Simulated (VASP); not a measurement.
Write the native input for VASP 6.6.1 that does the following.

- Task: single point
- Functional: revPBE
- Potentials or basis: VASP PAW PBE potentials, release 64 (Fe_sv)
- Cutoff: 690 eV
- k mesh: 16 × 16 × 9
- Occupations: fermi-dirac, width 0.1 eV
- Spin: no spin polarisation
- Dipole correction: no
- Further INCAR settings: ALGO = Normal; EDIFF = 1e-06; NBANDS = 23

The structure of Fe lies in POSCAR:

```
Fe
1.0
    2.4061630455      0.0000000000      0.0000000000
   -1.2030815228      2.0837983230      0.0000000000
    0.0000000000      0.0000000000      3.8053164763
Fe
2
Direct
    0.3333333333      0.6666666667      0.2500000000
    0.6666666667      0.3333333333      0.7500000000
```

This isn't the form of Fe at room conditions, which is bcc.

The input as run:

INCAR

```
PREC = Accurate
ENCUT = 690
EDIFF = 1E-6
ISMEAR = -1
SIGMA = 0.1
LREAL = False
LASPH = True
NELM = 120
ALGO = Normal
ISIF = 2
LWAVE = False
LCHARG = False
GGA = RE
NBANDS = 23
GGA_COMPAT = False
```

KPOINTS

```
Automatic mesh
0
Gamma
  16 16 9
```

Potentials or basis: VASP PAW PBE potentials, release 64 (Fe_sv).

Launch:

```bash
$ cat potpaw_PBE.64/Fe_sv/POTCAR > POTCAR
$ mpirun -np 1 vasp_std > vasp.out
```

Results of the run:

The pressure is 25.7 GPa and the band gap on the k mesh is zero (bands 16 and 17 overlap by 2.06 eV).

Caveat: the cell stands under pressure; the PAW data sets were made with another functional, which shifts forces and pressure a little; the run has no spin polarisation, though such a crystal can be magnetic.

Wall time 75 s on 1 thread of Intel(R) Xeon(R) Platinum 8259CL CPU @ 2.50GHz (Skylake/Cascade Lake), on a shared host, peak memory 0.21 GiB.
